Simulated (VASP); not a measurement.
Wanted: the native input for a VASP 6.6.1 run.

```
Task                   : single point
Functional             : PBE
Potentials or basis    : VASP PAW PBE potentials, release 64 (Co)
Cutoff                 : 520 eV
k mesh                 : 7 × 7 × 7
Occupations            : fermi-dirac, width 0.1 eV
Spin                   : no spin polarisation
Dipole correction      : no
Further INCAR settings : ALGO = Normal; EDIFF = 1e-06; NBANDS = 10
```

The structure of Co lies in POSCAR:

```
Co
1.0
    2.2848713209      0.0000000000      0.0000000000
    0.0000000000      2.2848713209      0.0000000000
    0.0000000000      0.0000000000      2.2848713209
Co
1
Direct
    0.0000000000      0.0000000000      0.0000000000
```

This isn't the form of Co at room conditions, which is hcp.

The input as run:

INCAR

```
SYSTEM = Co
PREC = Accurate
ENCUT = 520
EDIFF = 1E-6
ISMEAR = -1
SIGMA = 0.1
LREAL = .False.
LASPH = .True.
NELM = 100
ALGO = Normal
ISIF = 2
LWAVE = .False.
LCHARG = .False.
GGA = PE
NBANDS = 10
```

KPOINTS

```
regular mesh
0
Gamma
  7 7 7
  0 0 0
```

Potentials or basis: VASP PAW PBE potentials, release 64 (Co).

Launch:

```bash
$ cat potpaw_PBE.64/Co/POTCAR > POTCAR
$ mpirun -np 1 vasp_std > vasp.out
```

Results of the run:

The pressure is -0.7 GPa and the band gap on the k mesh is zero (an odd number of electrons rules out a gap without spin polarisation).

Caveat: the k points lie up to 0.39 Å⁻¹ apart, too coarse for converged energies and pressures of a metal; the run has no spin polarisation, though such a crystal can be magnetic.

It took 6.6 s on 1 thread of Intel Xeon 8259CL, on a shared host, peak memory 0.12 GiB.
